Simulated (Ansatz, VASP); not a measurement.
**One calculation of Ge3Te2S, two programs**

```
Ge Te S
1.0
     6.20513    0.00000    0.00000
    -3.10256    5.37380    0.00000
     0.00000    0.00000    4.58299
Ge Te S
3 2 1
Direct
  0.00000 0.50000 0.99502
  0.50000 0.00000 0.99502
  0.50000 0.50000 0.99502
  0.66667 0.33333 0.49615
  0.33333 0.66667 0.49615
  0.00000 0.00000 0.19263
```

Change from the starting cell: species swapped into the NaSn2Pd3 type (P6mm, No. 183).

Alike in both runs: task single point; functional PBE; k mesh 3 × 3 × 4; occupations gaussian, width 0.1 eV; no spin polarisation.

|  | VASP | Ansatz |
| --- | --- | --- |
| version | VASP 6.6.1 | Ansatz 0.2.0 |
| potentials or method | VASP PAW PBE potentials, release 64 (Ge_d, Te, S), cutoff 520 eV | scalar-relativistic, plane waves, PAW |
| valence electrons in the cell | 60 | 80 |

Ansatz gave:

```
gap on the k mesh at the Fermi level (eV)                     : none
pressure (GPa)                                                : 2.3
traceless stress, the component that is largest in VASP (GPa) : 0.82
rms of the force components (eV/Å)                            : 0.264
```

**Question.** What did VASP give for the same quantities?

**Answer.** gap on the k mesh at the Fermi level (eV): none; pressure (GPa): 2.3; traceless stress, the component that is largest in VASP (GPa): 0.86; rms of the force components (eV/Å): 0.264.

Atom by atom the forces differ by 0.000 eV/Å (rms over components). A gap of «none» marks a metal or a gap that the smearing closes. VASP's potentials hold 60 valence electrons a cell and Ansatz's 80, so a difference there can come from the potentials and not from the codes.

The k mesh is coarse, so the values compare programs but aren't converged. Spin-orbit coupling is off throughout.
